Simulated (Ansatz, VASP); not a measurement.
## MoS2 in VASP and in Ansatz

```
Mo S
1.0
     3.14949    0.00000    0.00000
    -1.57475    2.72754    0.00000
     0.00000    0.00000    6.64538
Mo S
1 2
Direct
  0.00000 0.00000 0.00000
  0.33333 0.66667 0.23577
  0.33333 0.66667 0.76423
```

Alike in both runs: task single point; functional PBE; dispersion D3(BJ); k mesh 12 × 12 × 4; occupations gaussian, width 0.02 eV; no spin polarisation.

```csv
,VASP,Ansatz
version,VASP 6.6.1,Ansatz 0.2.0
potentials or method,"VASP PAW PBE potentials, release 64 (Mo_sv, S), cutoff 520 eV","scalar-relativistic, plane waves, PAW"
valence electrons in the cell,26,26
```

Ansatz gave:

* gap on the k mesh at the Fermi level (eV): 1.21
* least direct gap on the mesh (eV): 1.76

Problem. Estimate VASP's values.

Solution. gap on the k mesh at the Fermi level (eV): 1.22; least direct gap on the mesh (eV): 1.76.
